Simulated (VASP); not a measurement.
Runs of VASP 6.6.1 on Ba. The structure is that of space group Cmmm (No. 65), or close to it. The cells are those of the table. 

```tsv
cell	further INCAR settings	gap on the mesh (eV)	pressure (GPa)
a = 4.460, b = 4.460, c = 4.912 Å, angles 90.0, 90.0, 123.7°, 1 atom	ALGO = Fast; EDIFF = 1e-06; NBANDS = 11	none	-1.1
a = 3.896, b = 3.896, c = 6.437 Å, angles 90.0, 90.0, 123.7°, 1 atom	ALGO = Fast; EDIFF = 1e-06; NBANDS = 11	none	(a)
a = 3.794, b = 3.794, c = 6.789 Å, angles 90.0, 90.0, 123.7°, 1 atom	ALGO = Fast; EDIFF = 1e-07; NBANDS = 11	none	(c)
a = 4.257, b = 4.257, c = 5.392 Å, angles 90.0, 90.0, 123.7°, 1 atom	ALGO = Fast; EDIFF = 1e-06; NBANDS = 11	none	(b)
a = 4.011, b = 4.011, c = 6.074 Å, angles 90.0, 90.0, 123.7°, 1 atom	ALGO = Fast; EDIFF = 1e-06; NBANDS = 11	none	0.7
a = 4.371, b = 4.371, c = 5.115 Å, angles 90.0, 90.0, 123.7°, 1 atom	ALGO = Fast; EDIFF = 1e-06; NBANDS = 11	none	-0.8
a = 4.197, b = 4.197, c = 5.547 Å, angles 90.0, 90.0, 123.7°, 1 atom	ALGO = Fast; EDIFF = 1e-07; NBANDS = 11	none	-0.2
a = 4.074, b = 4.074, c = 5.888 Å, angles 90.0, 90.0, 123.7°, 1 atom	ALGO = Fast; EDIFF = 1e-06; NBANDS = 11	none	0.4
```

Alike in all rows: task single point; level PBEsol; potentials or basis VASP PAW PBE potentials, release 64 (Ba_sv); no spin polarisation; k mesh 16 × 16 × 10; cutoff (eV) 520; smearing gaussian 0.15 eV.

Question: Estimate the missing entries.

Answer: (a) 1.3; (b) -0.4; (c) 1.7.

Caveats: the PAW data sets were made with another functional, which shifts forces and pressure a little; spin-orbit coupling is left out, which moves the levels of the heavy elements.

A k mesh can miss the band edges, and the runs leave out spin-orbit coupling on Ba.

A gap of «none» marks levels without a gap at the run's occupations.
